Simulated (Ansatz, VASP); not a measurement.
# CoTeH in VASP and in Ansatz

```xyz
6
Lattice="3.1625 0.0000 0.0000 -1.5812 2.7388 0.0000 0.0000 0.0000 8.9908" Properties=species:S:1:pos:R:3 pbc="T T T"
Co    0.0000    1.8258    2.2477
Co    1.5812    0.9129    6.7431
Te    0.0000    0.0000    0.0000
Te    0.0000    0.0000    4.4954
H     0.0000    0.0000    2.2477
H     0.0000    0.0000    6.7431
```

Alike in both runs: functional PBE; k mesh 12 × 12 × 4; occupations gaussian, width 0.1 eV; no spin polarisation.

Ansatz relaxed the structure, and its values are those at the end. VASP's run is a single point on that final structure, the one shown.

```csv
,VASP,Ansatz
version,VASP 6.6.1,Ansatz 0.2.0
potentials or method,"VASP PAW PBE potentials, release 64 (Co, Te, H), cutoff 520 eV","scalar-relativistic, plane waves, PAW"
valence electrons in the cell,32,68
```

|  | VASP | Ansatz | Ansatz less VASP |
| --- | --- | --- | --- |
| gap on the k mesh at the Fermi level (eV) | none | none | - |
| pressure (GPa) | -0.1 | 0.0 | +0.09 |

A gap of «none» marks a metal or a gap that the smearing closes. VASP's potentials hold 32 valence electrons a cell and Ansatz's 68, so a difference there can come from the potentials and not from the codes.

Spin-orbit coupling is off throughout.
